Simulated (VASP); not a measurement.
# Li4H3F (P1) in VASP: a series of runs

Li4H3F is run at these levels: PBEsol; tasks: single point, relaxation of volume and atoms at fixed shape.

Everything below comes from runs of VASP 6.6.1. Logs are shortened: lines on timing, memory, paths and dates and some standing lists are left out, and cuts for length are marked.

### Step 1. The cell of the first run

The typed cell holds 64 atoms: a = 7.989 Å, b = 7.989 Å, c = 7.989 Å, α = 90.00°, β = 90.00°, γ = 90.00°.

### Step 2. Single point, PBEsol

The input, INCAR:

```
SYSTEM = Li4H3F
PREC = Accurate
ENCUT = 880
EDIFF = 1E-6
ISMEAR = -1
SIGMA = 0.05
LREAL = Auto
LASPH = .True.
NELM = 120
ALGO = Normal
ISIF = 2
LWAVE = .False.
LCHARG = .False.
GGA = PS
NBANDS = 126
ISYM = -1
GGA_COMPAT = .False.
```

The input, KPOINTS:

```
explicit points
1
Reciprocal
  0.25000000   0.25000000   0.25000000 1
```

The input, POSCAR:

```
Li4H3F
1.0
    7.9892595980      0.0000000000      0.0000000000
    0.0000000000      7.9892595980      0.0000000000
    0.0000000000      0.0000000000      7.9892595980
F H Li
8 24 32
Direct
    0.2504160000      0.9997330000      0.0000620000
    0.2500960000      0.9999380000      0.5011430000
    0.2502110000      0.4997960000      0.9994840000
    0.5000900000      0.7498090000      0.9995930000
    0.5004380000      0.9996430000      0.7501800000
    0.4998630000      0.4997160000      0.7501010000
    0.2510470000      0.2494690000      0.7507530000
    0.2499720000      0.7498760000      0.7499540000
    0.2490810000      0.4993210000      0.4977280000
    0.7522300000      0.0001420000      0.0011370000
    0.7516430000      0.0002610000      0.4987700000
    0.7515870000      0.4987980000      0.0010200000
    0.7510480000      0.4993400000      0.4989610000
    0.9981660000      0.2497940000      0.0016760000
    0.9985960000      0.2505020000      0.4990750000
    0.9973240000      0.7492670000      0.0014980000
    0.9980700000      0.7487410000      0.4985650000
    0.5038070000      0.2499880000      0.0032550000
    0.5030590000      0.2504730000      0.4979460000
    0.5024740000      0.7491030000      0.4972340000
    0.9987790000      0.0000230000      0.2503750000
    0.9967880000      0.0000230000      0.7497890000
    0.9989600000      0.4993450000      0.2506070000
    0.9977660000      0.4994190000      0.7490080000
    0.5021430000      0.0001810000      0.2510480000
    0.5013940000      0.4989110000      0.2512660000
    0.2498920000      0.2505610000      0.2511440000
    0.2488890000      0.7492030000      0.2517700000
    0.7510680000      0.2502930000      0.2507290000
    0.7520190000      0.2501610000      0.7498540000
    0.7512700000      0.7488780000      0.2509180000
    0.7528770000      0.7494310000      0.7488390000
    0.0001140000      0.9997940000      0.0011080000
    0.9997090000      0.9996570000      0.4992780000
    0.9997130000      0.4994500000      0.0010040000
    0.9988610000      0.4997510000      0.4987720000
    0.4998830000      0.9986120000      0.9997710000
    0.5004230000      0.9999890000      0.5002800000
    0.5000430000      0.5006180000      0.9998920000
    0.5013500000      0.4992240000      0.4994880000
    0.2496610000      0.2496980000      0.9999460000
    0.2492050000      0.2486650000      0.5004530000
    0.2504600000      0.7497010000      0.9995370000
    0.2490010000      0.7508020000      0.5002550000
    0.7512560000      0.2498230000      0.0015090000
    0.7514310000      0.2499940000      0.4987890000
    0.7503270000      0.7495630000      0.0011200000
    0.7515450000      0.7494100000      0.4987250000
    0.2499630000      0.0001590000      0.2508900000
    0.2509120000      0.0000470000      0.7500550000
    0.2496650000      0.4991980000      0.2495600000
    0.2508160000      0.4993400000      0.7505500000
    0.7509500000      0.0003690000      0.2508690000
    0.7498810000      0.0002910000      0.7495110000
    0.7509120000      0.4989130000      0.2506490000
    0.7496150000      0.4990880000      0.7494910000
    0.9983950000      0.2504320000      0.2508760000
    0.9993550000      0.2503910000      0.7494960000
    0.9983210000      0.7489080000      0.2505080000
    0.9993290000      0.7490530000      0.7495890000
    0.5025230000      0.2504950000      0.2502880000
    0.5006790000      0.2502140000      0.7500610000
    0.5020200000      0.7488860000      0.2495930000
    0.5000550000      0.7491780000      0.7506200000
```

Potentials or basis: VASP PAW PBE potentials, release 64 (F, H, Li_sv).

The run is started by

```console
$ cat potpaw_PBE.64/F/POTCAR potpaw_PBE.64/H/POTCAR potpaw_PBE.64/Li_sv/POTCAR > POTCAR
$ mpirun -np 1 vasp_std > vasp.out
```

OUTCAR:

```text
SYSTEM = Li4H3F
   PREC = Accurate
   ENCUT = 880
   EDIFF = 1E-6
   ISMEAR = -1
   LREAL = Auto
   LASPH = .True.
   NELM = 120
   ISIF = 2
   GGA = PS
   ISYM = -1

 ion  position               nearest neighbor table
   1  0.250  1.000  0.000-  37 1.99  41 2.00  50 2.00  43 2.00  33 2.00  49 2.00
   2  0.250  1.000  0.501-  42 1.99  50 1.99  44 1.99  49 2.00  38 2.00  34 2.00
   3  0.250  0.500  0.999-  52 1.99  39 2.00  43 2.00  51 2.00  41 2.00  35 2.00
   4  0.500  0.750  1.000-  37 1.99  64 1.99  39 1.99  43 1.99  63 2.00  47 2.00
   5  0.500  1.000  0.750-  54 1.99  50 1.99  37 1.99  38 2.00  64 2.00  62 2.00
   6  0.500  0.500  0.750-  52 1.99  64 1.99  62 1.99  56 2.00  39 2.00  40 2.00
   7  0.251  0.249  0.751-  41 1.99  50 1.99  62 1.99  52 2.00  42 2.00  58 2.01
   8  0.250  0.750  0.750-  43 1.99  44 1.99  64 2.00  50 2.00  52 2.00  60 2.00
   9  0.249  0.499  0.498-
  10  0.752  0.000  0.001-
  11  0.752  0.000  0.499-
  12  0.752  0.499  0.001-
  13  0.751  0.499  0.499-
  14  0.998  0.250  0.002-
[... 16 lines left out ...]
  31  0.751  0.749  0.251-
  32  0.753  0.749  0.749-
  33  0.000  1.000  0.001-   1 2.00
  34  1.000  1.000  0.499-   2 2.00
  35  1.000  0.499  0.001-   3 2.00
  36  0.999  0.500  0.499-
  37  0.500  0.999  1.000-   4 1.99   1 1.99   5 1.99
  38  0.500  1.000  0.500-   5 2.00   2 2.00
  39  0.500  0.501  1.000-   4 1.99   6 2.00   3 2.00
  40  0.501  0.499  0.499-   6 2.00
  41  0.250  0.250  1.000-   7 1.99   1 2.00   3 2.00
  42  0.249  0.249  0.500-   2 1.99   7 2.00
  43  0.250  0.750  1.000-   8 1.99   4 1.99   3 2.00   1 2.00
  44  0.249  0.751  0.500-   2 1.99   8 1.99
  45  0.751  0.250  0.002-
  46  0.751  0.250  0.499-
  47  0.750  0.750  0.001-   4 2.00
  48  0.752  0.749  0.499-
  49  0.250  0.000  0.251-   2 2.00   1 2.00
  50  0.251  0.000  0.750-   2 1.99   7 1.99   5 1.99   1 2.00   8 2.00
  51  0.250  0.499  0.250-   3 2.00
  52  0.251  0.499  0.751-   3 1.99   6 1.99   7 2.00   8 2.00
  53  0.751  0.000  0.251-
  54  0.750  0.000  0.750-   5 1.99
  55  0.751  0.499  0.251-
  56  0.750  0.499  0.749-   6 2.00
  57  0.998  0.250  0.251-
  58  0.999  0.250  0.749-   7 2.01
  59  0.998  0.749  0.251-
  60  0.999  0.749  0.750-   8 2.00
  61  0.503  0.250  0.250-
  62  0.501  0.250  0.750-   6 1.99   7 1.99   5 2.00
  63  0.502  0.749  0.250-   4 2.00
  64  0.500  0.749  0.751-   4 1.99   6 1.99   8 2.00   5 2.00

IMPORTANT INFORMATION: All symmetrisations will be switched off!
NOSYMM: (Re-)initialisation of all symmetry stuff for point group C_1.

----------------------------------------------------------------------------------------

                                     Primitive cell

  volume of cell :     509.9406

  direct lattice vectors                    reciprocal lattice vectors
     7.989259598  0.000000000  0.000000000     0.125168044  0.000000000  0.000000000
     0.000000000  7.989259598  0.000000000     0.000000000  0.125168044  0.000000000
     0.000000000  0.000000000  7.989259598     0.000000000  0.000000000  0.125168044

  length of vectors
     7.989259598  7.989259598  7.989259598     0.125168044  0.125168044  0.125168044

  position of ions in fractional coordinates (direct lattice)
     0.250416000  0.999733000  0.000062000
     0.250096000  0.999938000  0.501143000
     0.250211000  0.499796000  0.999484000
     0.500090000  0.749809000  0.999593000
     0.500438000  0.999643000  0.750180000
     0.499863000  0.499716000  0.750101000
[... 56 lines left out ...]
     0.502020000  0.748886000  0.249593000
     0.500055000  0.749178000  0.750620000

  ion indices of the primitive-cell ions
   primitive index   ion index
                 1           1
                 2           2
                 3           3
                 4           4
                 5           5
                 6           6
[... 56 lines left out ...]
                63          63
                64          64

----------------------------------------------------------------------------------------

 KPOINTS: explicit points

Read explicit list of k-points.

 Found      1 k-points:

 Following reciprocal coordinates:
            Coordinates               Weight
  0.250000  0.250000  0.250000      1.000000
   k-points           NKPTS =      1   k-points in BZ     NKDIM =      1   number of bands    NBANDS=    126
   number of dos      NEDOS =    301   number of ions     NIONS =     64
   total plane-waves  NPLWV = 512000
   dimension x,y,z NGX =    80 NGY =   80 NGZ =   80
   dimension x,y,z NGXF=   160 NGYF=  160 NGZF=  160
   ions per type =               8  24  32
   NGX,Y,Z   is equivalent  to a cutoff of  16.65, 16.65, 16.65 a.u.
   NGXF,Y,Z  is equivalent  to a cutoff of  33.29, 33.29, 33.29 a.u.
 SYSTEM =  Li4H3F
   PREC   = accura    normal or accurate (medium, high low for compatibility)
   ISTART =      0    job   : 0-new  1-cont  2-samecut
   ICHARG =      2    charge: 1-file 2-atom 10-const
   ISPIN  =      1    spin polarized calculation?
   LNONCOLLINEAR =      F non collinear calculations
   LSORBIT =      F    spin-orbit coupling
   LASPH  =      T    aspherical Exc in radial PAW
   ENCUT  =  880.0 eV  64.68 Ry    8.04 a.u.  19.32 19.32 19.32*2*pi/ulx,y,z
   NELM   =    120;   NELMIN=  2; NELMDL= -5     # of ELM steps
   EDIFF  = 0.1E-05   stopping-criterion for ELM
   LREAL  =      T    real-space projection
   EDIFFG = 0.1E-04   stopping-criterion for IOM
   NSW    =      0    number of steps for IOM
   IBRION =     -1    ionic relax: 0-MD 1-quasi-New 2-CG
   NFREE  =      0    steps in history (QN), initial steepest desc. (CG)
   ISIF   =      2    stress and relaxation
   ISYM   =     -1    0-nonsym 1-usesym 2-fastsym
   POTIM  = 0.5000    time-step for ionic-motion
   TEBEG  =    0.0;   TEEND  =   0.0 temperature during run
   PSTRESS=    0.0 pullay stress
   NELECT =     176.0000    total number of electrons
   NUPDOWN=      -1.0000    fix difference up-down
   EMIN   =  10.00;   EMAX   =-10.00  energy-range for DOS
   EFERMI =   0.00;   METHOD = LEGACY
   ISMEAR =    -1;   SIGMA  =   0.05  broadening in eV -4-tet -1-fermi 0-gaus
   EFERMI_NEDOS =   21; number of points for ismear=-14 and -15
   IALGO  =     38    algorithm
   IMIX   =      4    mixing-type and parameters
     AMIX     =   0.40;   BMIX     =  1.00
     AMIX_MAG =   1.60;   BMIX_MAG =  1.00
  volume/ion in A,a.u.               =       7.97        53.77
  Fermi-wavevector in a.u.,A,eV,Ry     =   1.148345  2.170058 17.941963  1.318697
  Thomas-Fermi vector in A             =   2.285021
   LORBIT       =      0    0 simple, 1 ext, 2 COOP (PROOUT), +10 PAW based schemes
   GGA     = PS    functional components
   LHFCALC =     F    Hartree Fock is set to
   AEXX    =    0.0000 exact exchange contribution
   IVDW    =     0    specifies the selected vdW correction
   LEPSILON=     F    determine dielectric tensor
   LRPA    =     F    only Hartree local field effects (RPA)
 non-spin polarized calculation
  energy-cutoff  :      880.00
  volume of cell :      509.94
 maximum number of plane-waves:     30226
 NGX is ok and might be reduce to    80
   NGX = 39   NGY = 39   NGZ = 39

 number of electron     176.0000130 magnetization

 Free energy of the ion-electron system (eV)
  ---------------------------------------------------
  ext. energy  EPLUGINS =         0.00000000
  ---------------------------------------------------
  free energy    TOTEN  =      -225.09542713 eV

  energy without entropy =     -225.09542713  energy(sigma->0) =     -225.09542713

 E-fermi :   1.5085     XC(G=0):  -9.0642

 val. band max:        0.1907318015   @ k =   0.2500   0.2500   0.2500
 cond. band min:       4.9856319822   @ k =   0.2500   0.2500   0.2500
 fundamental gap:      4.7949001806
 Fermi energy:         1.5085147879

 k-point     1 :       0.2500    0.2500    0.2500
  band No.  band energies     occupation
      1     -43.0953      2.00000
      2     -43.0746      2.00000
      3     -43.0593      2.00000
      4     -43.0452      2.00000
      5     -43.0200      2.00000
      6     -43.0067      2.00000
[... 92 lines left out ...]
     99       6.3931      0.00000
    100       6.5520      0.00000
 [bands above 100 left out]

------------------------ aborting loop because EDIFF is reached ----------------------------------------

  FORCE on cell =-STRESS in cart. coord.  units (eV):
  Direction    XX          YY          ZZ          XY          YZ          ZX
  --------------------------------------------------------------------------------------
  -------------------------------------------------------------------------------------
  Total        0.7687034      0.6077404      0.7451262     -0.2569710     -0.3052254     -0.0559683
  in kB        2.4151816      1.9094536      2.3411045     -0.8073746     -0.9589845     -0.1758464
  external PRESSURE =       2.2219132 kB  Pullay stress =       0.0000000 kB

 VOLUME and BASIS-vectors are now :
 -----------------------------------------------------------------------------
  energy-cutoff  :      880.00
  volume of cell :      509.94
      direct lattice vectors                 reciprocal lattice vectors
     7.989259598  0.000000000  0.000000000     0.125168044  0.000000000  0.000000000
     0.000000000  7.989259598  0.000000000     0.000000000  0.125168044  0.000000000
     0.000000000  0.000000000  7.989259598     0.000000000  0.000000000  0.125168044

 POSITION                                       TOTAL-FORCE (eV/Angst)
 -----------------------------------------------------------------------------------
      2.00064      7.98713      0.00050         0.006541     -0.003903      0.000307
      1.99808      7.98876      4.00376         0.002720     -0.001335      0.010839
      1.99900      3.99300      7.98514         0.006049     -0.003272     -0.006499
      3.99535      5.99042      7.98601        -0.001121     -0.003436     -0.004489
      3.99813      7.98641      5.99338         0.000739     -0.004411      0.002961
      3.99354      3.99236      5.99275        -0.003340     -0.002148      0.004182
[... 56 lines left out ...]
      4.01077      5.98304      1.99406        -0.013806      0.013209      0.011647
      3.99507      5.98538      5.99690         0.004471      0.008709     -0.006255
 -----------------------------------------------------------------------------------
    total drift:                               -0.032718      0.068272     -0.036639

  FREE ENERGIE OF THE ION-ELECTRON SYSTEM (eV)
  ---------------------------------------------------
  free  energy   TOTEN  =      -225.0954271259 eV

  energy  without entropy=     -225.0954271259  energy(sigma->0) =     -225.09542713
```

It took 2.3 min on 1 thread of Intel Xeon 6975P-C (Granite Rapids), shared host; peak memory 0.96 GiB.

Results:

| Property | Result |
| --- | --- |
| Free energy | -225.0954 eV |
| Pressure | 0.2 GPa |
| Largest force | 0.027 eV/Å |
| Band gap on the k mesh | 4.79 eV |

Forces on the atoms (eV/Å):
```
F    0.007 -0.004  0.000
F    0.003 -0.001  0.011
F    0.006 -0.003 -0.006
F   -0.001 -0.003 -0.004
F    0.001 -0.004  0.003
F   -0.003 -0.002  0.004
F    0.008 -0.003  0.005
F    0.004 -0.004  0.002
H    0.001 -0.001  0.000
H    0.001 -0.001  0.000
H    0.001 -0.001  0.001
H    0.001 -0.001  0.001
H    0.001 -0.001  0.000
H    0.000 -0.001  0.000
H    0.001 -0.001  0.000
H    0.001 -0.001  0.000
H    0.001 -0.001  0.001
H   -0.001 -0.001 -0.001
H    0.000 -0.002  0.001
H   -0.001 -0.001  0.001
H    0.000 -0.001  0.001
H    0.000 -0.001  0.001
H    0.000 -0.001  0.000
H    0.000 -0.001  0.001
H    0.000 -0.001  0.001
H    0.000 -0.002  0.000
H    0.001 -0.001  0.001
H    0.001 -0.002  0.000
H    0.000 -0.001  0.001
H    0.000  0.000  0.001
H    0.000 -0.002  0.001
H    0.000 -0.002  0.001
Li   0.002 -0.002 -0.008
Li  -0.003 -0.003  0.002
Li  -0.001  0.005 -0.009
Li   0.020  0.003  0.010
Li   0.006  0.012  0.005
Li  -0.011 -0.001 -0.016
Li   0.007 -0.018  0.010
Li  -0.011  0.010  0.010
Li   0.014  0.009  0.006
Li   0.011  0.014 -0.018
Li  -0.011  0.006  0.010
Li   0.010 -0.018 -0.007
Li  -0.014  0.001 -0.015
Li  -0.009 -0.001  0.024
Li   0.002  0.003 -0.010
Li  -0.013  0.008  0.014
Li  -0.001  0.000 -0.005
Li  -0.013 -0.006 -0.001
Li  -0.001  0.003  0.005
Li  -0.018  0.007 -0.012
Li  -0.012 -0.007 -0.014
Li   0.004 -0.007  0.014
Li  -0.016  0.015 -0.011
Li   0.010  0.006  0.007
Li   0.019 -0.011 -0.015
Li   0.001 -0.005  0.002
Li   0.015  0.013 -0.009
Li   0.005  0.011  0.006
Li  -0.019 -0.009 -0.005
Li   0.000 -0.005  0.000
Li  -0.014  0.013  0.012
Li   0.004  0.009 -0.006
```

Stress tensor (GPa, compression positive):
```
 0.24 -0.08 -0.02
-0.08  0.19 -0.10
-0.02 -0.10  0.23
```

Caveat: the PAW data sets were made with another functional, which shifts forces and pressure a little; a shifted mesh leaves out Γ, where band edges can lie. A k mesh can miss the band edges.

(Part 1 of 2 ends here.)
